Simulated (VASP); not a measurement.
# Zn (Im-3m) in VASP: notebook

The runs below take Zn through relaxation of cell and atoms, single point, with PBE.

Everything below comes from runs of VASP 6.6.1. Logs are shortened: lines on timing, memory, paths and dates and some standing lists are left out, and cuts for length are marked.

### 1 The cell of the first run

The structure is cubic, space group Im-3m (No. 229). Conventional cell: a = 2.472 Å, b = 2.472 Å, c = 2.472 Å, α = 90.00°, β = 90.00°, γ = 90.00°. Within 2.8 Å of Zn (site symmetry m-3m) lie 14 Zn at 2.14 to 2.47 Å.

### 2 Relaxation of cell and atoms, PBE, target pressure 280 GPa, at which the enthalpy is minimised

The input, INCAR:

```
SYSTEM = Zn
PREC     = Accurate       ! precision mode
ENCUT    = 600            ! plane-wave cutoff, eV
EDIFF    = 1E-6           ! SCF threshold, eV
ISMEAR   = -1             ! smearing method
SIGMA    = 0.1            ! smearing width, eV
LREAL    = .FALSE.        ! projectors in reciprocal space
LASPH    = .TRUE.         ! aspherical terms in the spheres
NELM     = 100            ! most SCF steps
ALGO     = Normal         ! electronic algorithm
ISIF     = 3              ! what is computed and relaxed
LWAVE    = .FALSE.        ! write WAVECAR
LCHARG   = .FALSE.        ! write CHGCAR
GGA      = PE             ! functional
IBRION   = 2              ! ionic algorithm
NSW      = 60             ! ionic steps
EDIFFG   = -0.005         ! ionic threshold
PSTRESS  = 2800.0
```

The input, KPOINTS:

```
Automatic mesh
0
G
  22 22 22
  0 0 0
```

The input, POSCAR:

```
Zn
1.0
   -1.2360961131      1.2360961131      1.2360961131
    1.2360961131     -1.2360961131      1.2360961131
    1.2360961131      1.2360961131     -1.2360961131
Zn
1
Direct
    0.0000000000      0.0000000000      0.0000000000
```

Potentials or basis: VASP PAW PBE potentials, release 64 (Zn).

The run is started by

```
cat potpaw_PBE.64/Zn/POTCAR > POTCAR
mpirun -np 1 vasp_std > vasp.out
```

OUTCAR:

```text
SYSTEM = Zn
   PREC = Accurate
   ENCUT = 600
   EDIFF = 1E-6
   ISMEAR = -1
   LREAL = .FALSE.
   LASPH = .TRUE.
   NELM = 100
   ISIF = 3
   GGA = PE
   IBRION = 2
   NSW = 60
   EDIFFG = -0.005
   PSTRESS = 2800.0

 ion  position               nearest neighbor table
   1  0.000  0.000  0.000-

  LATTYP: Found a body centered cubic cell.
 ALAT       =     2.4721922262

  Lattice vectors:

 A1 = (  -1.2360961131,   1.2360961131,   1.2360961131)
 A2 = (   1.2360961131,  -1.2360961131,   1.2360961131)
 A3 = (   1.2360961131,   1.2360961131,  -1.2360961131)

Analysis of symmetry for initial positions (statically):
=====================================================================
 Subroutine PRICEL returns:
 Original cell was already a primitive cell.

 Routine SETGRP: Setting up the symmetry group for a
 body centered cubic supercell.

 Subroutine GETGRP returns: Found 48 space group operations
 (whereof 48 operations were pure point group operations)
 out of a pool of 48 trial point group operations.

The static configuration has the point symmetry O_h .

Analysis of symmetry for dynamics (positions and initial velocities):
=====================================================================
 Subroutine PRICEL returns:
 Original cell was already a primitive cell.

 Routine SETGRP: Setting up the symmetry group for a
 body centered cubic supercell.

 Subroutine GETGRP returns: Found 48 space group operations
 (whereof 48 operations were pure point group operations)
 out of a pool of 48 trial point group operations.

The dynamic configuration has the point symmetry O_h .

 Subroutine INISYM returns: Found 48 space group operations
 (whereof 48 operations are pure point group operations),
 and found     1 'primitive' translations

----------------------------------------------------------------------------------------

                                     Primitive cell

  volume of cell :       7.5547

  direct lattice vectors                    reciprocal lattice vectors
    -1.236096113  1.236096113  1.236096113     0.000000000  0.404499290  0.404499290
     1.236096113 -1.236096113  1.236096113     0.404499290  0.000000000  0.404499290
     1.236096113  1.236096113 -1.236096113     0.404499290  0.404499290  0.000000000

  length of vectors
     2.140981271  2.140981271  2.140981271     0.572048382  0.572048382  0.572048382

  position of ions in fractional coordinates (direct lattice)
     0.000000000  0.000000000  0.000000000

  ion indices of the primitive-cell ions
   primitive index   ion index
                 1           1

----------------------------------------------------------------------------------------

 KPOINTS: Automatic mesh

Automatic generation of k-mesh.
 Grid dimensions read from file:
 generate k-points for:   22   22   22

 Generating k-lattice:

  Cartesian coordinates                     Fractional coordinates (reciprocal lattice)
     0.000000000  0.018386331  0.018386331     0.045454545  0.000000000  0.000000000
     0.018386331  0.000000000  0.018386331     0.000000000  0.045454545  0.000000000
     0.018386331  0.018386331  0.000000000     0.000000000  0.000000000  0.045454545

  Length of vectors
     0.026002199  0.026002199  0.026002199

  Shift w.r.t. Gamma in fractional coordinates (k-lattice)
     0.000000000  0.000000000  0.000000000

 Subroutine IBZKPT returns following result:
 ===========================================

 Found    328 irreducible k-points:

 Following reciprocal coordinates:
            Coordinates               Weight
  0.000000  0.000000  0.000000      1.000000
  0.045455  0.000000  0.000000     12.000000
  0.090909  0.000000  0.000000     12.000000
  0.136364  0.000000  0.000000     12.000000
  0.181818  0.000000  0.000000     12.000000
  0.227273  0.000000  0.000000     12.000000
[... 16 lines left out ...]
  0.090909  0.090909  0.000000     24.000000
  0.136364  0.090909  0.000000     48.000000
 [... further k-points ...]
   k-points           NKPTS =    328   k-points in BZ     NKDIM =    328   number of bands    NBANDS=     10
   number of dos      NEDOS =    301   number of ions     NIONS =      1
   total plane-waves  NPLWV =   5832
   dimension x,y,z NGX =    18 NGY =   18 NGZ =   18
   dimension x,y,z NGXF=    36 NGYF=   36 NGZF=   36
   ions per type =               1
   NGX,Y,Z   is equivalent  to a cutoff of  13.98, 13.98, 13.98 a.u.
   NGXF,Y,Z  is equivalent  to a cutoff of  27.95, 27.95, 27.95 a.u.
 SYSTEM =  Zn
   PREC   = accura    normal or accurate (medium, high low for compatibility)
   ISTART =      0    job   : 0-new  1-cont  2-samecut
   ICHARG =      2    charge: 1-file 2-atom 10-const
   ISPIN  =      1    spin polarized calculation?
   LNONCOLLINEAR =      F non collinear calculations
   LSORBIT =      F    spin-orbit coupling
   LASPH  =      T    aspherical Exc in radial PAW
   ENCUT  =  600.0 eV  44.10 Ry    6.64 a.u.   4.28  4.28  4.28*2*pi/ulx,y,z
   NELM   =    100;   NELMIN=  2; NELMDL= -5     # of ELM steps
   EDIFF  = 0.1E-05   stopping-criterion for ELM
   LREAL  =      F    real-space projection
   EDIFFG = -.5E-02   stopping-criterion for IOM
   NSW    =     60    number of steps for IOM
   IBRION =      2    ionic relax: 0-MD 1-quasi-New 2-CG
   NFREE  =      1    steps in history (QN), initial steepest desc. (CG)
   ISIF   =      3    stress and relaxation
   ISYM   =      2    0-nonsym 1-usesym 2-fastsym
   POTIM  = 0.5000    time-step for ionic-motion
   TEBEG  =    0.0;   TEEND  =   0.0 temperature during run
   PSTRESS= 2800.0 pullay stress
   NELECT =      12.0000    total number of electrons
   NUPDOWN=      -1.0000    fix difference up-down
   EMIN   =  10.00;   EMAX   =-10.00  energy-range for DOS
   EFERMI =   0.00;   METHOD = LEGACY
   ISMEAR =    -1;   SIGMA  =   0.10  broadening in eV -4-tet -1-fermi 0-gaus
   EFERMI_NEDOS =   21; number of points for ismear=-14 and -15
   IALGO  =     38    algorithm
   IMIX   =      4    mixing-type and parameters
     AMIX     =   0.40;   BMIX     =  1.00
     AMIX_MAG =   1.60;   BMIX_MAG =  1.00
  volume/ion in A,a.u.               =       7.55        50.98
  Fermi-wavevector in a.u.,A,eV,Ry     =   1.910130  3.609623 49.642190  3.648598
  Thomas-Fermi vector in A             =   2.947036
   LORBIT       =      0    0 simple, 1 ext, 2 COOP (PROOUT), +10 PAW based schemes
   GGA     = PE    functional components
   LHFCALC =     F    Hartree Fock is set to
   AEXX    =    0.0000 exact exchange contribution
   IVDW    =     0    specifies the selected vdW correction
   LEPSILON=     F    determine dielectric tensor
   LRPA    =     F    only Hartree local field effects (RPA)
 conjugate gradient relaxation of ions
 non-spin polarized calculation
  energy-cutoff  :      600.00
  volume of cell :        7.55
 maximum number of plane-waves:       259
 NGX is ok and might be reduce to    18
   NGX =  9   NGY =  9   NGZ =  9

--------------------------------------- Ionic step        1  -------------------------------------------

 number of electron      11.9999990 magnetization

 Free energy of the ion-electron system (eV)
  ---------------------------------------------------
  ext. energy  EPLUGINS =         0.00000000
  ---------------------------------------------------
  free energy    TOTEN  =         2.50431270 eV

  energy without entropy =        2.51212436  energy(sigma->0) =        2.50821853

------------------------ aborting loop because EDIFF is reached ----------------------------------------

  FORCE on cell =-STRESS in cart. coord.  units (eV):
  Direction    XX          YY          ZZ          XY          YZ          ZX
  --------------------------------------------------------------------------------------
  -------------------------------------------------------------------------------------
  Total       13.8310161     13.8310161     13.8310161      0.0000000      0.0000000     -0.0000000
  in kB     2933.2424003   2933.2424003   2933.2424003      0.0000000      0.0000000     -0.0000000
  external PRESSURE =     133.2424003 kB  Pullay stress =    2800.0000000 kB

 VOLUME and BASIS-vectors are now :
 -----------------------------------------------------------------------------
  energy-cutoff  :      600.00
  volume of cell :        7.55
      direct lattice vectors                 reciprocal lattice vectors
    -1.236096113  1.236096113  1.236096113     0.000000000  0.404499290  0.404499290
     1.236096113 -1.236096113  1.236096113     0.404499290  0.000000000  0.404499290
     1.236096113  1.236096113 -1.236096113     0.404499290  0.404499290  0.000000000
[... 81 lines left out ...]
  FREE ENERGIE OF THE ION-ELECTRON SYSTEM (eV)
  ---------------------------------------------------
  free  energy   TOTEN  =         2.3364297147 eV

  energy  without entropy=        2.3443395077  energy(sigma->0) =        2.34038461

  enthalpy is  TOTEN    =        15.7033191481 eV   P V=       13.3668894335

--------------------------------------- Ionic step        4  -------------------------------------------

 number of electron      11.9999995 magnetization

 Free energy of the ion-electron system (eV)
  ---------------------------------------------------
  ext. energy  EPLUGINS =         0.00000000
  ---------------------------------------------------
  free energy    TOTEN  =         2.34322056 eV

  energy without entropy =        2.35112691  energy(sigma->0) =        2.34717374

 E-fermi :  11.9098     XC(G=0): -15.7071

 val. band max:       11.8968450993   @ k =  -0.4545   0.5000   0.0455
 cond. band min:      11.9446317845   @ k =  -0.4545  -0.4545   0.0909
 fundamental gap:      0.0477866852
 Fermi energy:        11.9097532967

 k-point     1 :       0.0000    0.0000    0.0000
  band No.  band energies     occupation
      1      -7.4286      2.00000
      2      -0.7621      2.00000
      3      -0.7621      2.00000
      4      -0.7621      2.00000
      5       0.8346      2.00000
      6       0.8346      2.00000
      7      37.8303      0.00000
      8      37.8303      0.00000
      9      37.8303      0.00000
     10      43.3162      0.00000

 k-point     2 :       0.0455    0.0000    0.0000
  band No.  band energies     occupation
      1      -7.3203      2.00000
      2      -0.7854      2.00000
      3      -0.7617      2.00000
      4      -0.7131      2.00000
      5       0.8110      2.00000
      6       0.8365      2.00000
      7      36.7021      0.00000
      8      37.5705      0.00000
      9      37.6156      0.00000
     10      42.5261      0.00000
[... 274 lines left out ...]
 k-point    24 :       0.1364    0.0909    0.0000
  band No.  band energies     occupation
      1      -5.5020      2.00000
      2      -1.0760      2.00000
      3      -0.9349      2.00000
      4       0.1728      2.00000
      5       0.5483      2.00000
      6       0.9173      2.00000
      7      28.1040      0.00000
      8      30.5072      0.00000
      9      35.2444      0.00000
     10      37.5695      0.00000

 [... further k-points ...]

------------------------ aborting loop because EDIFF is reached ----------------------------------------

  FORCE on cell =-STRESS in cart. coord.  units (eV):
  Direction    XX          YY          ZZ          XY          YZ          ZX
  --------------------------------------------------------------------------------------
  -------------------------------------------------------------------------------------
  Total       13.3639945     13.3639945     13.3639945     -0.0000000     -0.0000000      0.0000000
  in kB     2800.8177571   2800.8177571   2800.8177571     -0.0000000     -0.0000000      0.0000000
  external PRESSURE =       0.8177571 kB  Pullay stress =    2800.0000000 kB

 VOLUME and BASIS-vectors are now :
 -----------------------------------------------------------------------------
  energy-cutoff  :      600.00
  volume of cell :        7.64
      direct lattice vectors                 reciprocal lattice vectors
    -1.240987318  1.240987318  1.240987318     0.000000000  0.402905004  0.402905004
     1.240987318 -1.240987318  1.240987318     0.402905004  0.000000000  0.402905004
     1.240987318  1.240987318 -1.240987318     0.402905004  0.402905004  0.000000000

 POSITION                                       TOTAL-FORCE (eV/Angst)
 -----------------------------------------------------------------------------------
     -0.00000      0.00000      0.00000         0.000000      0.000000     -0.000000
 -----------------------------------------------------------------------------------
    total drift:                                0.000000     -0.000000      0.000000

  FREE ENERGIE OF THE ION-ELECTRON SYSTEM (eV)
  ---------------------------------------------------
  free  energy   TOTEN  =         2.3432205628 eV

  energy  without entropy=        2.3511269140  energy(sigma->0) =        2.34717374

  enthalpy is  TOTEN    =        15.7033132099 eV   P V=       13.3600926470

 reached required accuracy - stopping structural energy minimisation
```

It took 42 s on 1 thread of Intel Xeon 6975P-C (Granite Rapids), shared host; peak memory 0.14 GiB.

Results:

```yaml
Free_energy: 2.3432 eV
Relaxed_volume: 7.64 Å³/atom
Relaxed_cell: a = 2.149 Å, b = 2.149 Å, c = 2.149 Å, α = 109.47°, β = 109.47°, γ = 109.47°
Space_group_after_relaxing_to_0.05_Å: Im-3m (No. 229)
Energy_change_on_relaxing_the_enthalpy_is_what_falls: -161.1 meV/atom
Ionic_steps: 4
Pressure_after_relaxing: 280.1 GPa
Band_gap_on_the_k_mesh: zero (band 6 reaches 16.25 eV, above the bottom of band 7 at 11.31 eV)
```

The path:
```
step  energy change (eV)  largest force (eV/Å)  pressure (GPa)  volume (Å³)
   1              0.0000                0.0000          293.32         7.55
   2             -1.0875                0.0000          204.74         8.26
   3             -0.1679                0.0000          279.43         7.65
   4             -0.1611                0.0000          280.08         7.64
```

Final structure:
```cif
data_structure
_symmetry_space_group_name_H-M 'P 1'
_symmetry_Int_Tables_number 1
_cell_length_a 2.1495
_cell_length_b 2.1495
_cell_length_c 2.1495
_cell_angle_alpha 109.471
_cell_angle_beta 109.471
_cell_angle_gamma 109.471
_cell_volume 7.64
loop_
_atom_site_label
_atom_site_type_symbol
_atom_site_fract_x
_atom_site_fract_y
_atom_site_fract_z
_atom_site_occupancy
Zn1 Zn 0.00000 0.00000 0.00000 1
```

Levels at points of the mesh, in eV from the Fermi level:
| k point | band 3 | band 4 | band 5 | band 6 | band 7 | band 8 | band 9 | band 10 |
| --- | --- | --- | --- | --- | --- | --- | --- | --- |
| (0.00, 0.00, 0.00) | -12.67 | -12.67 | -11.08 | -11.08 | 25.92 | 25.92 | 25.92 | 31.41 |
| (0.50, 0.00, 0.00) | -11.12 | -10.90 | -9.92 | -7.92 | -0.29 | 16.30 | 17.66 | 21.54 |
| (0.50, 0.50, 0.50) | -10.19 | -10.19 | -10.19 | 4.34 | 4.34 | 4.34 | 10.78 | 10.78 |

Caveat: the cell is relaxed towards a set pressure, so the enthalpy falls and the energy may rise.

(Part 1 of 2 ends here.)
